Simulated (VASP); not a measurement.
Crystal: CdW2.

```xyz
3
Lattice="2.9803 0.0000 0.0000 -1.4902 2.5810 0.0000 0.0000 0.0000 7.0588" Properties=species:S:1:pos:R:3 pbc="T T T"
Cd    0.0000    0.0000    0.0000
W     0.0000    1.7207    2.4370
W     1.4902    0.8603    4.6218
```

The cell was built from a structure type or drawn by symmetry, and may not be a known phase.

```yaml
Program: VASP 6.6.1
Task: relaxation of cell and atoms
Functional: PBE
Potentials_or_basis: VASP PAW PBE potentials, release 64 (Cd, W_sv)
Cutoff: 500 eV
k_mesh: 6 × 6 × 4
Occupations: gaussian, width 0.1 eV
Spin: no spin polarisation
```

At the start: pressure -6.1 GPa; volume 18.10 Å³/atom.

Problem. How do energy, volume and symmetry change on relaxing?

Solution. Over 13 steps the energy falls by 130.8 meV/atom and the volume is 17.49 Å³/atom (-3.4 %); space group P-3m1 (No. 164, to 0.1 Å) before and after.

Step by step:
```csv
step,energy change (eV),largest force (eV/Å),pressure (GPa),volume (Å³)
1,0.0000,0.2208,-6.05,54.30
2,-0.1175,1.7661,17.22,48.99
3,-0.1797,1.2773,7.74,50.76
4,-0.3065,0.9249,9.63,50.34
5,-0.3121,0.7403,10.42,50.22
6,-0.3906,0.1187,1.09,52.22
7,-0.3915,0.0491,0.03,52.48
8,-0.3914,0.0614,0.22,52.43
9,-0.3918,0.0673,0.15,52.43
10,-0.3921,0.0807,0.00,52.43
11,-0.3921,0.0772,0.04,52.43
12,-0.3923,0.0440,-0.06,52.44
13,-0.3923,0.0003,-0.20,52.46
```

Final structure:
```cif
data_structure
_symmetry_space_group_name_H-M 'P 1'
_symmetry_Int_Tables_number 1
_cell_length_a 2.8316
_cell_length_b 2.8316
_cell_length_c 7.5547
_cell_angle_alpha 90.000
_cell_angle_beta 90.000
_cell_angle_gamma 120.000
_cell_volume 52.46
loop_
_atom_site_label
_atom_site_type_symbol
_atom_site_fract_x
_atom_site_fract_y
_atom_site_fract_z
_atom_site_occupancy
Cd1 Cd 0.00000 0.00000 0.00000 1
W1 W 0.33333 0.66667 0.34215 1
W2 W 0.66667 0.33333 0.65785 1
```

Caveat: the k points lie up to 0.43 Å⁻¹ apart in the final cell, too coarse for converged energies and pressures of a metal.
